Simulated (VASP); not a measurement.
# Au: single point with LDA

The system is Au.

```
CELL_PARAMETERS angstrom
2.45038 0.00000 0.00000
-1.22519 2.12209 0.00000
0.00000 0.00000 2.37564
ATOMIC_POSITIONS crystal
Au 0.00000 0.00000 0.00000
```

```
Program                : VASP 6.6.1
Task                   : single point
Functional             : LDA
Potentials or basis    : VASP PAW LDA potentials, release 64 (Au)
Cutoff                 : 520 eV
k mesh                 : 18 × 18 × 16
Occupations            : fermi-dirac, width 0.05 eV
Spin                   : no spin polarisation
Dipole correction      : no
Further INCAR settings : ALGO = Normal; EDIFF = 1e-06; NBANDS = 12
```

```yaml
Pressure: 172.4 GPa
```

Stress tensor (GPa, compression positive):
```
172.70   0.00   0.00
  0.00 172.70   0.00
  0.00   0.00 171.69
```

Levels at points of the mesh, in eV from the Fermi level:
```
           k point  band 4  band 5  band 6  band 7  band 8  band 9
(0.00, 0.00, 0.00)   -7.15   -1.81   -1.81   13.86   14.50   22.34
(0.50, 0.00, 0.00)   -2.60   -2.54   -1.21    5.69   13.29   17.13
(0.00, 0.00, 0.50)   -4.72   -4.72   -4.01    4.03   17.03   21.42
(0.50, 0.00, 0.50)   -0.93    0.12    4.03    4.05   13.82   16.41
```

It took 22 s on 1 thread of Intel(R) Xeon(R) Platinum 8375C CPU @ 2.90GHz (Ice Lake), with other jobs on the host, peak memory 0.15 GiB.

Caveat: spin-orbit coupling is left out, which moves the levels of the heavy elements.
